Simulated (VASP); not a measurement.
Here is a VASP 6.6.1 calculation.

Contents of INCAR:

```
SYSTEM = Li3Ga2Sb3
PREC = Accurate
ENCUT = 520
EDIFF = 1E-6
ISMEAR = 0
SIGMA = 0.1
LREAL = .FALSE.
LASPH = .TRUE.
NELM = 80
ALGO = Normal
ISIF = 2
LWAVE = .FALSE.
LCHARG = .TRUE.
GGA = PE
LELF = .TRUE.
LVHAR = .TRUE.
NBANDS = 35
```

The input KPOINTS:

```
Automatic mesh
0
G
  4 4 4
  0 0 0
```

POSCAR

```
Li3Ga2Sb3
1.0
    5.5643998900      0.0000000000      0.0000000000
    0.0000000000      5.5643998900      0.0000000000
    0.0000000000      0.0000000000      5.5643998900
Li Ga Sb
3 2 3
Direct
    0.0000000000      0.5000000000      0.5000000000
    0.5000000000      0.0000000000      0.5000000000
    0.5000000000      0.5000000000      0.0000000000
    0.0000000000      0.0000000000      0.0000000000
    0.5000000000      0.5000000000      0.5000000000
    0.5000000000      0.0000000000      0.0000000000
    0.0000000000      0.5000000000      0.0000000000
    0.0000000000      0.0000000000      0.5000000000
```

Potentials or basis: VASP PAW PBE potentials, release 64 (Li_sv, Ga_d, Sb).

The run is started by

```console
$ cat potpaw_PBE.64/Li_sv/POTCAR potpaw_PBE.64/Ga_d/POTCAR potpaw_PBE.64/Sb/POTCAR > POTCAR
$ mpirun -np 1 vasp_std > vasp.out
```

**Question.** Predict the band gap on the k mesh.

**Answer.** Zero (bands 25 and 26 overlap by 2.20 eV).

Caveat: spin-orbit coupling is left out, which moves the levels of the heavy elements.
